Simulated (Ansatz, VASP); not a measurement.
## One calculation of Cu, two programs

```
CELL_PARAMETERS angstrom
3.61500 0.00000 0.00000
0.00000 1.80750 -1.80750
0.00000 7.83250 6.62750
ATOMIC_POSITIONS crystal
Cu 0.00000 0.68750 0.93750
Cu 0.50000 0.47917 0.06250
Cu 0.00000 0.93750 0.18750
Cu 0.50000 0.39583 0.31250
Cu 0.00000 0.85417 0.43750
Cu 0.50000 0.31250 0.56250
Cu 0.00000 0.77083 0.68750
Cu 0.50000 0.22917 0.81250
```

Alike in both runs: task single point; functional PBEsol; k mesh 13 × 18 × 5; occupations gaussian, width 0.15 eV; no spin polarisation.

```csv
,VASP,Ansatz
version,VASP 6.6.1,Ansatz 0.2.0
potentials or method,"VASP PAW PBE potentials, release 64 (Cu), cutoff 520 eV","scalar-relativistic, plane waves, PAW"
valence electrons in the cell,88,152
```

Ansatz gave:

```
gap on the k mesh at the Fermi level (eV)                     : none
pressure (GPa)                                                : -4.7
traceless stress, the component that is largest in VASP (GPa) : 3.56
rms of the force components (eV/Å)                            : 0.331
```

Question: What did VASP give for the same quantities?

Answer: gap on the k mesh at the Fermi level (eV): none; pressure (GPa): -3.8; traceless stress, the component that is largest in VASP (GPa): 3.56; rms of the force components (eV/Å): 0.332.

VASP's potentials were made for PBE, not for PBEsol. Atom by atom the forces differ by 0.001 eV/Å (rms over components). A gap of «none» marks a metal or a gap that the smearing closes. With one functional, cell and mesh, what is left measures potentials, basis and numerics. VASP's potentials hold 88 valence electrons a cell and Ansatz's 152, so a difference there can come from the potentials and not from the codes.
